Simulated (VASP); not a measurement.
A run of VASP 6.6.1:

INCAR

```
ALGO = Normal
EDIFF = 1E-6
ENCUT = 520
GGA = PE
ISIF = 2
ISMEAR = -1
LASPH = T
LCHARG = F
LREAL = F
LWAVE = F
NBANDS = 11
NELM = 80
PREC = Accurate
SIGMA = 0.01
```

File KPOINTS:

```
k-points
0
Gamma
  8 8 8
```

The input POSCAR:

```
MgS
1.0
    0.0000000000      2.6016500000      2.6016500000
    2.6016500000      0.0000000000      2.6016500000
    2.6016500000      2.6016500000      0.0000000000
Mg S
1 1
Direct
    0.0000000000      0.0000000000      0.0000000000
    0.5000000000      0.5000000000      0.5081536717
```

Potentials or basis: VASP PAW PBE potentials, release 64 (Mg, S).

Run with:

```bash
$ cat potpaw_PBE.64/Mg/POTCAR potpaw_PBE.64/S/POTCAR > POTCAR
$ mpirun -np 1 vasp_std > vasp.out
```

Hardware: 1 thread of Intel Xeon 6975P-C, with other jobs on the host.

**Question.** How long does it take, and how much memory?

**Answer.** It took 18 s on 1 thread of Intel Xeon 6975P-C (shared host), peak memory 0.18 GiB. Counts: scf iterations 12, k points 95.
